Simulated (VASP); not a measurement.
Input of a VASP 6.6.1 run:

The input INCAR:

```
SYSTEM = Hg
PREC = Accurate
ENCUT = 520
EDIFF = 1E-6
ISMEAR = -1
SIGMA = 0.05
LREAL = .False.
LASPH = .True.
NELM = 80
ALGO = Fast
ISIF = 2
LWAVE = .False.
LCHARG = .False.
GGA = PE
NBANDS = 12
```

File KPOINTS:

```
regular mesh
0
Gamma
  10 10 10
  0 0 0
```

POSCAR

```
Hg
1.0
   -1.8513720229      1.8513720229      1.8909383704
    1.8513720229     -1.8513720229      1.8909383704
    1.8513720229      1.8513720229     -1.8909383704
Hg
1
Direct
    0.5000000000      0.5000000000      0.0000000000
```

Potentials or basis: VASP PAW PBE potentials, release 64 (Hg).

Launch:

```sh
$ cat potpaw_PBE.64/Hg/POTCAR > POTCAR
$ mpirun -np 1 vasp_std > vasp.out
```

**Question.** What does it give for the band gap on the k mesh?

**Answer.** Zero (bands 6 and 7 overlap by 3.57 eV).

**Question.** Predict the pressure.

**Answer.** 2.4 GPa.

Stress tensor (GPa, compression positive):
```
2.26 0.00 0.00
0.00 2.26 0.00
0.00 0.00 2.80
```

Caveat: spin-orbit coupling is left out, which moves the levels of the heavy elements.
